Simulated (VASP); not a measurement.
# SrCl2 (Fm-3m) in VASP: further runs

Runs on SrCl2. Level: PBEsol. Tasks: electric field gradients, vibrations by perturbation theory.

Program: VASP 6.6.1. These are calculated values, not measurements. Logs are shortened: lines on timing, memory, paths and dates and some standing lists are left out, and cuts for length are marked.

## 1. The cell of the first run

It takes space group Fm-3m (No. 225, cubic). Conventional cell: a = 6.907 Å, b = 6.907 Å, c = 6.907 Å, α = 90.00°, β = 90.00°, γ = 90.00°. Sr (site symmetry m-3m) has 8 Cl at 2.99 Å within 3.9 Å. Within 3.9 Å of Cl (site symmetry -43m) lie 4 Sr at 2.99 Å and 6 Cl at 3.45 Å.

## 2. Electric field gradients, PBEsol

The input, INCAR:

```
SYSTEM = SrCl2
PREC = Accurate
ENCUT = 520
EDIFF = 1E-8
ISMEAR = 0
SIGMA = 0.05
LREAL = .FALSE.
LASPH = .TRUE.
NELM = 100
ALGO = Normal
ISIF = 2
LWAVE = .FALSE.
LCHARG = .FALSE.
GGA = PS
LEFG = .TRUE.
NBANDS = 19
```

The input, KPOINTS:

```
Automatic mesh
0
G
  8 8 8
  0 0 0
```

The input, POSCAR:

```
SrCl2
1.0
    0.0000000000      3.4536334143      3.4536334143
    3.4536334143      0.0000000000      3.4536334143
    3.4536334143      3.4536334143      0.0000000000
Sr Cl
1 2
Direct
    0.0000000000      0.0000000000      0.0000000000
    0.2500000000      0.2500000000      0.2500000000
    0.7500000000      0.7500000000      0.7500000000
```

Potentials or basis: VASP PAW PBE potentials, release 64 (Sr_sv, Cl).

Command:

```
> cat potpaw_PBE.64/Sr_sv/POTCAR potpaw_PBE.64/Cl/POTCAR > POTCAR
> mpirun -np 1 vasp_std > vasp.out
```

OUTCAR:

```text
SYSTEM = SrCl2
   PREC = Accurate
   ENCUT = 520
   EDIFF = 1E-8
   ISMEAR = 0
   LREAL = .FALSE.
   LASPH = .TRUE.
   NELM = 100
   ISIF = 2
   GGA = PS

 ion  position               nearest neighbor table
   1  0.000  0.000  0.000-   3 2.99   3 2.99   3 2.99   2 2.99   2 2.99   2 2.99   3 2.99   2 2.99

   2  0.250  0.250  0.250-   1 2.99   1 2.99   1 2.99   1 2.99
   3  0.750  0.750  0.750-   1 2.99   1 2.99   1 2.99   1 2.99

  LATTYP: Found a face centered cubic cell.
 ALAT       =     6.9072668286

  Lattice vectors:

 A1 = (   0.0000000000,   3.4536334143,   3.4536334143)
 A2 = (   3.4536334143,   0.0000000000,   3.4536334143)
 A3 = (   3.4536334143,   3.4536334143,   0.0000000000)

Analysis of symmetry for initial positions (statically):
=====================================================================
 Subroutine PRICEL returns:
 Original cell was already a primitive cell.

 Routine SETGRP: Setting up the symmetry group for a
 face centered cubic supercell.

 Subroutine GETGRP returns: Found 48 space group operations
 (whereof 48 operations were pure point group operations)
 out of a pool of 48 trial point group operations.

The static configuration has the point symmetry O_h .

Analysis of symmetry for dynamics (positions and initial velocities):
=====================================================================
 Subroutine PRICEL returns:
 Original cell was already a primitive cell.

 Routine SETGRP: Setting up the symmetry group for a
 face centered cubic supercell.

 Subroutine GETGRP returns: Found 48 space group operations
 (whereof 48 operations were pure point group operations)
 out of a pool of 48 trial point group operations.

The dynamic configuration has the point symmetry O_h .

 Subroutine INISYM returns: Found 48 space group operations
 (whereof 48 operations are pure point group operations),
 and found     1 'primitive' translations

----------------------------------------------------------------------------------------

                                     Primitive cell

  volume of cell :      82.3870

  direct lattice vectors                    reciprocal lattice vectors
     0.000000000  3.453633414  3.453633414    -0.144775064  0.144775064  0.144775064
     3.453633414  0.000000000  3.453633414     0.144775064 -0.144775064  0.144775064
     3.453633414  3.453633414  0.000000000     0.144775064  0.144775064 -0.144775064

  length of vectors
     4.884175214  4.884175214  4.884175214     0.250757767  0.250757767  0.250757767

  position of ions in fractional coordinates (direct lattice)
     0.000000000  0.000000000  0.000000000
     0.250000000  0.250000000  0.250000000
     0.750000000  0.750000000  0.750000000

  ion indices of the primitive-cell ions
   primitive index   ion index
                 1           1
                 2           2
                 3           3

----------------------------------------------------------------------------------------

 KPOINTS: Automatic mesh

Automatic generation of k-mesh.
 Grid dimensions read from file:
 generate k-points for:    8    8    8

 Generating k-lattice:

  Cartesian coordinates                     Fractional coordinates (reciprocal lattice)
    -0.018096883  0.018096883  0.018096883     0.125000000  0.000000000  0.000000000
     0.018096883 -0.018096883  0.018096883     0.000000000  0.125000000  0.000000000
     0.018096883  0.018096883 -0.018096883     0.000000000  0.000000000  0.125000000

  Length of vectors
     0.031344721  0.031344721  0.031344721

  Shift w.r.t. Gamma in fractional coordinates (k-lattice)
     0.000000000  0.000000000  0.000000000

 Subroutine IBZKPT returns following result:
 ===========================================

 Found     29 irreducible k-points:

 Following reciprocal coordinates:
            Coordinates               Weight
  0.000000  0.000000  0.000000      1.000000
  0.125000  0.000000  0.000000      8.000000
  0.250000  0.000000  0.000000      8.000000
  0.375000  0.000000  0.000000      8.000000
  0.500000  0.000000  0.000000      4.000000
  0.125000  0.125000  0.000000      6.000000
[... 16 lines left out ...]
  0.500000  0.250000  0.125000     48.000000
 -0.375000  0.250000  0.125000     24.000000
 [... further k-points ...]
   k-points           NKPTS =     29   k-points in BZ     NKDIM =     29   number of bands    NBANDS=     19
   number of dos      NEDOS =    301   number of ions     NIONS =      3
   total plane-waves  NPLWV =  46656
   dimension x,y,z NGX =    36 NGY =   36 NGZ =   36
   dimension x,y,z NGXF=    72 NGYF=   72 NGZF=   72
   ions per type =               1   2
   NGX,Y,Z   is equivalent  to a cutoff of  12.25, 12.25, 12.25 a.u.
   NGXF,Y,Z  is equivalent  to a cutoff of  24.51, 24.51, 24.51 a.u.
 SYSTEM =  SrCl2
   PREC   = accura    normal or accurate (medium, high low for compatibility)
   ISTART =      0    job   : 0-new  1-cont  2-samecut
   ICHARG =      2    charge: 1-file 2-atom 10-const
   ISPIN  =      1    spin polarized calculation?
   LNONCOLLINEAR =      F non collinear calculations
   LSORBIT =      F    spin-orbit coupling
   LASPH  =      T    aspherical Exc in radial PAW
   ENCUT  =  520.0 eV  38.22 Ry    6.18 a.u.   9.08  9.08  9.08*2*pi/ulx,y,z
   NELM   =    100;   NELMIN=  2; NELMDL= -5     # of ELM steps
   EDIFF  = 0.1E-07   stopping-criterion for ELM
   LREAL  =      F    real-space projection
   EDIFFG = 0.1E-06   stopping-criterion for IOM
   NSW    =      0    number of steps for IOM
   IBRION =     -1    ionic relax: 0-MD 1-quasi-New 2-CG
   NFREE  =      0    steps in history (QN), initial steepest desc. (CG)
   ISIF   =      2    stress and relaxation
   ISYM   =      2    0-nonsym 1-usesym 2-fastsym
   POTIM  = 0.5000    time-step for ionic-motion
   TEBEG  =    0.0;   TEEND  =   0.0 temperature during run
   PSTRESS=    0.0 pullay stress
   NELECT =      24.0000    total number of electrons
   NUPDOWN=      -1.0000    fix difference up-down
   EMIN   =  10.00;   EMAX   =-10.00  energy-range for DOS
   EFERMI =   0.00;   METHOD = LEGACY
   ISMEAR =     0;   SIGMA  =   0.05  broadening in eV -4-tet -1-fermi 0-gaus
   EFERMI_NEDOS =   21; number of points for ismear=-14 and -15
   IALGO  =     38    algorithm
   IMIX   =      4    mixing-type and parameters
     AMIX     =   0.40;   BMIX     =  1.00
     AMIX_MAG =   1.60;   BMIX_MAG =  1.00
  volume/ion in A,a.u.               =      27.46       185.32
  Fermi-wavevector in a.u.,A,eV,Ry     =   1.085240  2.050806 16.024197  1.177745
  Thomas-Fermi vector in A             =   2.221349
   LORBIT       =      0    0 simple, 1 ext, 2 COOP (PROOUT), +10 PAW based schemes
   GGA     = PS    functional components
   LHFCALC =     F    Hartree Fock is set to
   AEXX    =    0.0000 exact exchange contribution
   IVDW    =     0    specifies the selected vdW correction
   LEPSILON=     F    determine dielectric tensor
   LRPA    =     F    only Hartree local field effects (RPA)
 non-spin polarized calculation
 Gauss-broadening in eV      SIGMA  =   0.05
  energy-cutoff  :      520.00
  volume of cell :       82.39
 maximum number of plane-waves:      2252
   NGX = 19   NGY = 19   NGZ = 19

 number of electron      24.0000002 magnetization

 Free energy of the ion-electron system (eV)
  ---------------------------------------------------
  ext. energy  EPLUGINS =         0.00000000
  ---------------------------------------------------
  free energy    TOTEN  =       -13.34249426 eV

  energy without entropy =      -13.34249426  energy(sigma->0) =      -13.34249426

 E-fermi :   0.5608     XC(G=0):  -8.6250

 val. band max:        0.2838709533   @ k =   0.5000   0.5000   0.0000
 cond. band min:       5.5275384031   @ k =   0.0000   0.0000   0.0000
 fundamental gap:      5.2436674498
 Fermi energy:         0.5608246780

 k-point     1 :       0.0000    0.0000    0.0000
  band No.  band energies     occupation
      1     -32.4216      2.00000
      2     -14.4523      2.00000
      3     -14.4523      2.00000
      4     -14.4523      2.00000
      5     -13.1096      2.00000
      6     -12.1777      2.00000
[... 11 lines left out ...]
     18       9.2084      0.00000
     19       9.7390      0.00000
[... 489 lines left out ...]
      3     -14.5956      2.00000
      4     -14.4782      2.00000
      5     -12.5043      2.00000
      6     -12.2778      2.00000
[... 11 lines left out ...]
     18       9.2746      0.00000
     19       9.6456      0.00000

 [... further k-points ...]

------------------------ aborting loop because EDIFF is reached ----------------------------------------

  FORCE on cell =-STRESS in cart. coord.  units (eV):
  Direction    XX          YY          ZZ          XY          YZ          ZX
  --------------------------------------------------------------------------------------
  -------------------------------------------------------------------------------------
  Total        0.0800555      0.0800555      0.0800555      0.0000000      0.0000000     -0.0000000
  in kB        1.5568374      1.5568374      1.5568374      0.0000000      0.0000000     -0.0000000
  external PRESSURE =       1.5568374 kB  Pullay stress =       0.0000000 kB

 VOLUME and BASIS-vectors are now :
 -----------------------------------------------------------------------------
  energy-cutoff  :      520.00
  volume of cell :       82.39
      direct lattice vectors                 reciprocal lattice vectors
     0.000000000  3.453633414  3.453633414    -0.144775064  0.144775064  0.144775064
     3.453633414  0.000000000  3.453633414     0.144775064 -0.144775064  0.144775064
     3.453633414  3.453633414  0.000000000     0.144775064  0.144775064 -0.144775064

 POSITION                                       TOTAL-FORCE (eV/Angst)
 -----------------------------------------------------------------------------------
      0.00000      0.00000      0.00000        -0.000000     -0.000000     -0.000000
      1.72682      1.72682      1.72682        -0.000000     -0.000000     -0.000000
      5.18045      5.18045      5.18045         0.000000      0.000000      0.000000
 -----------------------------------------------------------------------------------
    total drift:                                0.000000      0.000000      0.000000

  FREE ENERGIE OF THE ION-ELECTRON SYSTEM (eV)
  ---------------------------------------------------
  free  energy   TOTEN  =       -13.3424942576 eV

  energy  without entropy=      -13.3424942576  energy(sigma->0) =      -13.34249426

 Electric field gradients (V/A^2)
---------------------------------------------------------------------
 ion       V_xx      V_yy      V_zz      V_xy      V_xz      V_yz
---------------------------------------------------------------------
   1       0.000     0.000     0.000    -0.000    -0.000    -0.000
   2      -0.000     0.000     0.000     0.001     0.001     0.001
   3      -0.000     0.000     0.000     0.001     0.001     0.001
---------------------------------------------------------------------

 Electric field gradients after diagonalization (V/A^2)
 (convention: |V_zz| > |V_xx| > |V_yy|)
----------------------------------------------------------------------
 ion       V_xx      V_yy      V_zz     asymmetry (V_yy - V_xx)/ V_zz
----------------------------------------------------------------------
   1       0.000     0.000    -0.000       0.000
   2      -0.001    -0.001     0.001       0.000
   3      -0.001    -0.001     0.001       0.000
----------------------------------------------------------------------

           NMR quadrupolar parameters

 Cq : quadrupolar parameter    Cq=e*Q*V_zz/h
 eta: asymmetry parameters     (V_yy - V_xx)/ V_zz
 Q  : nuclear electric quadrupole moment in mb (millibarn)
----------------------------------------------------------------------
 ion       Cq(MHz)       eta       Q (mb)
----------------------------------------------------------------------
   1      -0.000       0.000       1.000
   2       0.000       0.000       1.000
   3       0.000       0.000       1.000
----------------------------------------------------------------------
```

It took 44 s on 1 thread of Intel Xeon Platinum 8259CL at 2.50GHz (Skylake/Cascade Lake), shared host; peak memory 0.22 GiB.

What came out:

```yaml
Free_energy: -13.3425 eV
Pressure: 0.2 GPa
Band_gap_on_the_k_mesh: 5.24 eV (least direct gap 5.34 eV)
Largest_electric_field_gradient_by_atom: under 0.05 V/Å² on every atom
```

Caveat: the PAW data sets were made with another functional, which shifts forces and pressure a little.

## 3. Vibrations by perturbation theory, PBEsol

The input, INCAR:

```
  PREC = Accurate
  ENCUT = 520
  EDIFF = 1E-8
  ISMEAR = 0
  SIGMA = 0.05
  LREAL = False
  LASPH = True
  NELM = 60
  ALGO = Normal
  ISIF = 2
  LWAVE = False
  LCHARG = False
  GGA = PS
  NBANDS = 19
  IBRION = 8
  NSW = 1
```

The input, KPOINTS:

```
regular mesh
0
Gamma
  6 6 6
```

POSCAR is that of step 2.

Potentials or basis: VASP PAW PBE potentials, release 64 (Sr_sv, Cl).

Command:

```
> cat potpaw_PBE.64/Sr_sv/POTCAR potpaw_PBE.64/Cl/POTCAR > POTCAR
> mpirun -np 1 vasp_std > vasp.out
```

OUTCAR:

```text
PREC = Accurate
   ENCUT = 520
   EDIFF = 1E-8
   ISMEAR = 0
   LREAL = False
   LASPH = True
   NELM = 60
   ISIF = 2
   GGA = PS
   IBRION = 8
   NSW = 1

 ion  position               nearest neighbor table
   1  0.000  0.000  0.000-   3 2.99   3 2.99   3 2.99   2 2.99   2 2.99   2 2.99   3 2.99   2 2.99

   2  0.250  0.250  0.250-   1 2.99   1 2.99   1 2.99   1 2.99
   3  0.750  0.750  0.750-   1 2.99   1 2.99   1 2.99   1 2.99

  LATTYP: Found a face centered cubic cell.
 ALAT       =     6.9072668286

  Lattice vectors:

 A1 = (   0.0000000000,   3.4536334143,   3.4536334143)
 A2 = (   3.4536334143,   0.0000000000,   3.4536334143)
 A3 = (   3.4536334143,   3.4536334143,   0.0000000000)

[... 587 lines left out ...]
          X           Y           Z          XY          YZ          ZX
  --------------------------------------------------------------------------------
  x     0.00000     0.00000     0.00000     0.00000     2.70188     0.00000
  y     0.00000     0.00000     0.00000     0.00000     0.00000     2.70188
  z     0.00000     0.00000     0.00000     2.70188     0.00000     0.00000

 SECOND DERIVATIVES (NOT SYMMETRIZED)
 ------------------------------------
               1X          1Y          1Z          2X          2Y          2Z          3X          3Y          3Z
  1X    -2.936893    0.000000    0.000000    1.468446    0.000000    0.000000    1.468446    0.000000    0.000000
  1Y     0.000000   -2.936893    0.000000    0.000000    1.468446    0.000000    0.000000    1.468446    0.000000
  1Z     0.000000    0.000000   -2.936893    0.000000    0.000000    1.468446    0.000000    0.000000    1.468446
  2X     1.475205    0.000000    0.000000   -2.893646    0.000000    0.000000    1.418441    0.000000    0.000000
  2Y     0.000000    1.475205    0.000000    0.000000   -2.893646    0.000000    0.000000    1.418441    0.000000
  2Z     0.000000    0.000000    1.475205    0.000000    0.000000   -2.893646    0.000000    0.000000    1.418441
  3X     1.475205    0.000000    0.000000    1.418441    0.000000    0.000000   -2.893646    0.000000    0.000000
  3Y     0.000000    1.475205    0.000000    0.000000    1.418441    0.000000    0.000000   -2.893646    0.000000
  3Z     0.000000    0.000000    1.475205    0.000000    0.000000    1.418441    0.000000    0.000000   -2.893646

 Eigenvectors and eigenvalues of the dynamical matrix
 ----------------------------------------------------

   1 f  =    5.452152 THz    34.256882 2PiTHz  181.864219 cm-1    22.548279 meV
             X         Y         Z           dx          dy          dz
      0.000000  0.000000  0.000000     0.000000    0.000000   -0.000000
      1.726817  1.726817  1.726817     0.000000    0.000000    0.707107
      5.180450  5.180450  5.180450     0.000000   -0.000000   -0.707107
[... 43 lines left out ...]
   9 f/i=    0.004891 THz     0.030728 2PiTHz    0.163132 cm-1     0.020226 meV
             X         Y         Z           dx          dy          dz
      0.000000  0.000000  0.000000    -0.716875    0.199854   -0.000000
      1.726817  1.726817  1.726817    -0.454958    0.126836    0.000000
      5.180450  5.180450  5.180450    -0.454958    0.126836    0.000000

--------------------------------------------------------------------------------------------------------

 ELASTIC MODULI CONTR FROM IONIC RELAXATION (kBar)
 Direction    XX          YY          ZZ          XY          YZ          ZX
 --------------------------------------------------------------------------------
 XX          -0.0000     -0.0000     -0.0000     -0.0000     -0.0000     -0.0000
 YY          -0.0000     -0.0000     -0.0000     -0.0000     -0.0000     -0.0000
 ZZ          -0.0000     -0.0000     -0.0000     -0.0000     -0.0000     -0.0000
 XY          -0.0000     -0.0000     -0.0000    -65.8457     -0.0000     -0.0000
 YZ          -0.0000     -0.0000     -0.0000      0.0000    -65.8457     -0.0000
 ZX          -0.0000     -0.0000     -0.0000     -0.0000     -0.0000    -65.8457
 --------------------------------------------------------------------------------
```

stdout:

```text
POSCAR found type information on POSCAR SrCl
 POSCAR found :  2 types and       3 ions
 scaLAPACK will be used
 -----------------------------------------------------------------------------
|                                                                             |
|                                                                             |
|     You enforced a specific xc type in the INCAR file but a different       |
|     I HOPE YOU KNOW WHAT YOU ARE DOING!                                     |
|                                                                             |
 -----------------------------------------------------------------------------

 LDA part: xc-table for (Slater+PW92), standard interpolation
 POSCAR, INCAR and KPOINTS ok, starting setup
 FFT: planning ... GRIDC
 FFT: planning ... GRID_SOFT
 FFT: planning ... GRID
 WAVECAR not read
 entering main loop
 Linear response reoptimize wavefunctions to high precision
 Linear response DOF=           2
 Linear response progress:
 first order change of Fermi-energy  -0.61337E-02
 force on displaced ion       1 direction 1 :  -2.937   0.000   0.000
 Linear response progress:
 first order change of Fermi-energy   0.79551E-04
 force on displaced ion       2 direction 1 :  -2.894   0.000   0.000
 Linear response finished
```

Run time: 4.5 min. Hardware: 1 thread of Intel Xeon Platinum 8259CL at 2.50GHz (Skylake/Cascade Lake), shared host; peak memory 0.34 GiB.

Results:

```
Highest phonon frequency at Γ, LO-TO splitting left out : 182 cm⁻¹
```

Phonon frequencies in cm⁻¹ (negative: imaginary):
```tsv
q point	frequencies
(0.000, 0.000, 0.000)	0 0 0 143 143 143 182 182 182
```

Caveat: the PAW data sets were made with another functional, which shifts forces and pressure a little.

(Part 1 of 2 ends here.)
